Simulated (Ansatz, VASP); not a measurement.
**HfC: VASP beside Ansatz**

```
Hf C
1.0
     0.00000    2.32500    2.32500
     2.32500    0.00000    2.32500
     2.32500    2.32500    0.00000
Hf C
1 1
Cartesian
  2.3250 2.3250 2.3250
  0.0000 0.0000 0.0000
```

Alike in both runs: task single point; functional PBE; k mesh 10 × 10 × 10; occupations gaussian, width 0.019 eV; no spin polarisation.

|  | VASP | Ansatz |
| --- | --- | --- |
| version | VASP 6.6.1 | Ansatz 0.2.0 |
| potentials or method | VASP PAW PBE potentials, release 64 (Hf_pv, C) | Ansatz PAW |
| plane-wave cutoff (eV) | 600 | 420 |
| valence electrons in the cell | 14 | 30 |

|  | VASP | Ansatz | Ansatz less VASP |
| --- | --- | --- | --- |
| gap on the k mesh at the Fermi level (eV) | none | none | - |
| pressure (GPa) | -0.5 | 0.2 | +0.75 |

A gap of «none» marks a metal or a gap that the smearing closes. With one functional, cell and mesh, what is left measures potentials, basis and numerics. VASP's potentials hold 14 valence electrons a cell and Ansatz's 30, so a difference there can come from the potentials and not from the codes.

Neither program's run includes spin-orbit coupling.
